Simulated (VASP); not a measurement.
# AlN (Cc) in VASP: further runs, part 2 of 2

VASP 6.6.1. Earlier steps stand in the parts before.

## Step 4: Relaxation of the atoms, PBE (engineering shear strain xz -0.3000, normal strain along z -0.0200)

Input file INCAR:

```
SYSTEM = AlN
PREC = Accurate
ENCUT = 520
EDIFF = 1E-7
ISMEAR = 0
SIGMA = 0.05
LREAL = .False.
LASPH = .True.
NELM = 100
ALGO = Normal
ISIF = 2
LWAVE = .False.
LCHARG = .False.
GGA = PE
IBRION = 2
NSW = 50
EDIFFG = -0.01
```

Input file KPOINTS:

```
regular mesh
0
Gamma
  9 9 6
  0 0 0
```

Input file POSCAR:

```
AlN
1.0
    3.1298889828      0.0000000000     -0.4694833474
   -1.5649444914      2.7105633702      0.2347416737
   -0.7525434444      0.0000000000      4.9166171702
Al N
2 2
Direct
    0.3333333333      0.6666666667      0.0017290859
    0.6666666667      0.3333333333      0.5017290859
    0.3333333333      0.6666666667      0.3832709141
    0.6666666667      0.3333333333      0.8832709141
```

Potentials or basis: VASP PAW PBE potentials, release 64 (Al, N).

The run is started by

```
cat potpaw_PBE.64/Al/POTCAR potpaw_PBE.64/N/POTCAR > POTCAR
mpirun -np 1 vasp_std > vasp.out
```

OUTCAR:

```text
SYSTEM = AlN
   PREC = Accurate
   ENCUT = 520
   EDIFF = 1E-7
   ISMEAR = 0
   LREAL = .False.
   LASPH = .True.
   NELM = 100
   ISIF = 2
   GGA = PE
   IBRION = 2
   NSW = 50
   EDIFFG = -0.01

 ion  position               nearest neighbor table
   1  0.333  0.667  0.002-   4 1.76   3 1.90   4 1.90   4 2.05   2 2.68   2 2.68   2 3.07   2 3.07

   2  0.667  0.333  0.502-   3 1.76   4 1.90   3 1.90   3 2.05   1 2.68   1 2.68   1 3.07   1 3.07

   3  0.333  0.667  0.383-   2 1.76   1 1.90   2 1.90   2 2.05
   4  0.667  0.333  0.883-   1 1.76   2 1.90   1 1.90   1 2.05

  LATTYP: Found a base centered monoclinic cell.
 ALAT       =     3.1649043679
 B/A-ratio  =     1.7128880087
 C/A-ratio  =     1.5715724018
 COS(beta)  =    -0.2962580251

  Lattice vectors:

 A1 = (   1.5649444914,  -2.7105633702,  -0.2347416737)
 A2 = (   1.5649444914,   2.7105633702,  -0.2347416737)
 A3 = (  -0.7525434444,   0.0000000000,   4.9166171702)

Analysis of symmetry for initial positions (statically):
=====================================================================
 Subroutine PRICEL returns:
 Original cell was already a primitive cell.

 Routine SETGRP: Setting up the symmetry group for a
 base centered monoclinic supercell.

 Subroutine GETGRP returns: Found  2 space group operations
 (whereof  1 operations were pure point group operations)
 out of a pool of  4 trial point group operations.

The static configuration has the point symmetry C_1 .
 The point group associated with its full space group is C_1h.

Analysis of symmetry for dynamics (positions and initial velocities):
=====================================================================
 Subroutine PRICEL returns:
 Original cell was already a primitive cell.

 Routine SETGRP: Setting up the symmetry group for a
 base centered monoclinic supercell.

 Subroutine GETGRP returns: Found  2 space group operations
 (whereof  1 operations were pure point group operations)
 out of a pool of  4 trial point group operations.

[... 155 lines left out ...]

------------------------ aborting loop because EDIFF is reached ----------------------------------------

  FORCE on cell =-STRESS in cart. coord.  units (eV):
  Direction    XX          YY          ZZ          XY          YZ          ZX
  --------------------------------------------------------------------------------------
  -------------------------------------------------------------------------------------
  Total        1.0308444      1.4935072      5.9379104      0.0000000      0.0000000      9.8954538
  in kB       40.5262183     58.7151670    233.4407255      0.0000000      0.0000000    389.0260649
  external PRESSURE =     110.8940369 kB  Pullay stress =       0.0000000 kB
[... 95 lines left out ...]
  FREE ENERGIE OF THE ION-ELECTRON SYSTEM (eV)
  ---------------------------------------------------
  free  energy   TOTEN  =       -28.3832736285 eV

  energy  without entropy=      -28.3832736285  energy(sigma->0) =      -28.38327363

[... ionic steps 4 to 8 ...]

--------------------------------------- Ionic step        9  -------------------------------------------

 number of electron      16.0000000 magnetization

------------------------ aborting loop because EDIFF is reached ----------------------------------------
[... 71 lines left out ...]
--------------------------------------- Ionic step       11  -------------------------------------------

 number of electron      16.0000000 magnetization

 Free energy of the ion-electron system (eV)
  ---------------------------------------------------
  ext. energy  EPLUGINS =         0.00000000
  ---------------------------------------------------
  free energy    TOTEN  =       -28.39747006 eV

  energy without entropy =      -28.39747006  energy(sigma->0) =      -28.39747006

 E-fermi :   7.7894     XC(G=0): -11.0885

 val. band max:        7.5220415841   @ k =   0.0000   0.0000   0.0000
 cond. band min:       9.8932190260   @ k =   0.0000   0.0000   0.0000
 fundamental gap:      2.3711774419
 Fermi energy:         7.7894110641

 k-point     1 :       0.0000    0.0000    0.0000
  band No.  band energies     occupation
      1      -8.8411      2.00000
      2      -6.2653      2.00000
      3       0.6005      2.00000
      4       5.2993      2.00000
      5       5.7317      2.00000
      6       5.7973      2.00000
      7       6.3202      2.00000
      8       7.5220      2.00000
      9       9.8932      0.00000
     10      12.6183      0.00000
     11      15.5938      0.00000
     12      16.7347      0.00000
[... 331 lines left out ...]
 k-point    24 :       0.0000    0.4444    0.0000
  band No.  band energies     occupation
      1      -6.9196      2.00000
      2      -5.9681      2.00000
      3       1.3380      2.00000
      4       2.3049      2.00000
      5       3.0826      2.00000
      6       4.2603      2.00000
      7       4.7845      2.00000
      8       6.0299      2.00000
      9      11.3054      0.00000
     10      12.1514      0.00000
     11      14.2139      0.00000
     12      15.5678      0.00000

 [... further k-points ...]
[... 5 lines left out ...]
  --------------------------------------------------------------------------------------
  -------------------------------------------------------------------------------------
  Total       -2.9961326      1.7849603      5.9270752      0.0000000      0.0000000      8.0335745
  in kB     -117.7888042     70.1732410    233.0147533      0.0000000      0.0000000    315.8288587
  external PRESSURE =      61.7997300 kB  Pullay stress =       0.0000000 kB
[... 19 lines left out ...]
  FREE ENERGIE OF THE ION-ELECTRON SYSTEM (eV)
  ---------------------------------------------------
  free  energy   TOTEN  =       -28.3974700636 eV

  energy  without entropy=      -28.3974700636  energy(sigma->0) =      -28.39747006

 reached required accuracy - stopping structural energy minimisation
```

OSZICAR:

```text
N       E                     dE             d eps       ncg     rms          rms(c)
DAV:   1     0.541896369648E+02    0.54190E+02   -0.76850E+03  3360   0.120E+03
DAV:   2    -0.289854084767E+02   -0.83175E+02   -0.75899E+02  4984   0.226E+02
DAV:   3    -0.331257060921E+02   -0.41403E+01   -0.41156E+01  4304   0.550E+01
[... 91 lines left out ...]
DAV:   1    -0.283974690856E+02   -0.16345E-04   -0.55809E-03  3360   0.689E-01    0.110E-02
DAV:   2    -0.283974722062E+02   -0.31206E-05   -0.68288E-05  4328   0.738E-02    0.690E-03
DAV:   3    -0.283974701326E+02    0.20736E-05   -0.27515E-06  3780   0.189E-02    0.220E-03
DAV:   4    -0.283974700688E+02    0.63731E-07   -0.14757E-06  4148   0.103E-02    0.103E-03
DAV:   5    -0.283974700636E+02    0.52135E-08   -0.87445E-08  1788   0.311E-03
  11 F= -.28397470E+02 E0= -.28397470E+02  d E =-.681469E-04
```

CONTCAR:

```text
AlN
   1.00000000000000
     3.1298889827999998    0.0000000000000000   -0.4694833474000000
    -1.5649444913999999    2.7105633702000000    0.2347416737000000
    -0.7525434444000000    0.0000000000000000    4.9166171702000003
  Al              N
     2     2
Direct
     0.3507809707129607    0.6656069854659524    0.0060795310147722
     0.6851739853470172    0.3343930145340476    0.5060795310147722
     0.3263306295937916    0.6886162153475700    0.3789204689852330
     0.6377144143462304    0.3113837846524299    0.8789204689852329

  0.00000000E+00  0.00000000E+00  0.00000000E+00
  0.00000000E+00  0.00000000E+00  0.00000000E+00
  0.00000000E+00  0.00000000E+00  0.00000000E+00
  0.00000000E+00  0.00000000E+00  0.00000000E+00
```

Wall time 4.7 min (1 thread of Intel Xeon Platinum 8375C at 2.90GHz (Ice Lake), shared host); peak memory 0.2 GiB.

Results:

| Item | Value |
| --- | --- |
| Free energy | -28.3975 eV |
| Energy gained by relaxing | 61.0 meV/atom |
| Ionic steps | 11 |
| Pressure after relaxing | 6.2 GPa |
| Largest force after relaxing | 0.007 eV/Å |
| Band gap on the k mesh | 2.37 eV |

Forces on the atoms (eV/Å):
```
Al  -0.003 -0.002  0.004
Al  -0.003  0.002  0.004
N    0.003 -0.004 -0.004
N    0.003  0.004 -0.004
```

Step by step:
| step | energy change (eV) | largest force (eV/Å) | pressure (GPa) |
| --- | --- | --- | --- |
| 1 | 0.0000 | 2.2919 | 11.09 |
| 2 | -0.0887 | 1.7405 | 7.06 |
| 3 | -0.2298 | 0.3880 | 7.18 |
| 4 | -0.2393 | 0.1548 | 6.42 |
| 5 | -0.2394 | 0.1688 | 6.38 |
| 6 | -0.2414 | 0.0819 | 6.16 |
| 7 | -0.2417 | 0.1207 | 6.04 |
| 8 | -0.2433 | 0.0583 | 6.08 |
| 9 | -0.2439 | 0.0309 | 6.12 |
| 10 | -0.2440 | 0.0200 | 6.21 |
| 11 | -0.2440 | 0.0066 | 6.18 |

Final structure:
```
CELL_PARAMETERS angstrom
3.12989 0.00000 -0.46948
-1.56494 2.71056 0.23474
-0.75254 0.00000 4.91662
ATOMIC_POSITIONS crystal
Al 0.35078 0.66561 0.00608
Al 0.68517 0.33439 0.50608
N 0.32633 0.68862 0.37892
N 0.63771 0.31138 0.87892
```

Levels at points of the mesh, in eV from the valence-band top:
| k point | band 4 | band 5 | band 6 | band 7 | band 8 | band 9 | band 10 | band 11 | band 12 |
| --- | --- | --- | --- | --- | --- | --- | --- | --- | --- |
| (0.00, 0.00, 0.00) | -2.22 | -1.79 | -1.72 | -1.20 | 0.00 | 2.37 | 5.10 | 8.07 | 9.21 |
| (0.00, 0.00, 0.50) | -4.03 | -2.06 | -2.06 | -1.13 | -1.13 | 4.32 | 4.32 | 9.29 | 9.29 |

Caveat: the cell differs from its parent crystal (engineering shear strain xz -0.3000, normal strain along z -0.0200). A k mesh can miss the band edges.

## Step 5: Summary

| cell | gap on the mesh (eV) | pressure (GPa) | largest force (eV/Å) |
| --- | --- | --- | --- |
| atoms relaxed from a = 3.165, b = 3.139, c = 4.875 Å, angles 81.3, 107.4, 120.3°, 4 atoms | 2.30 | 11.0 | 0.01 |
| atoms relaxed from a = 3.139, b = 3.132, c = 4.831 Å, angles 85.6, 98.8, 120.1°, 4 atoms | 3.52 | 8.4 | 0.01 |
| atoms relaxed from a = 3.165, b = 3.139, c = 4.974 Å, angles 81.4, 107.2, 120.3°, 4 atoms | 2.37 | 6.2 | 0.01 |

Alike in all rows: task relaxation of the atoms; level PBE; potentials or basis VASP PAW PBE potentials, release 64 (Al, N); no spin polarisation; k mesh 9 × 9 × 6; cutoff (eV) 520; smearing gaussian 0.05 eV.

Absolute energies hang on the potentials; compare differences alone.
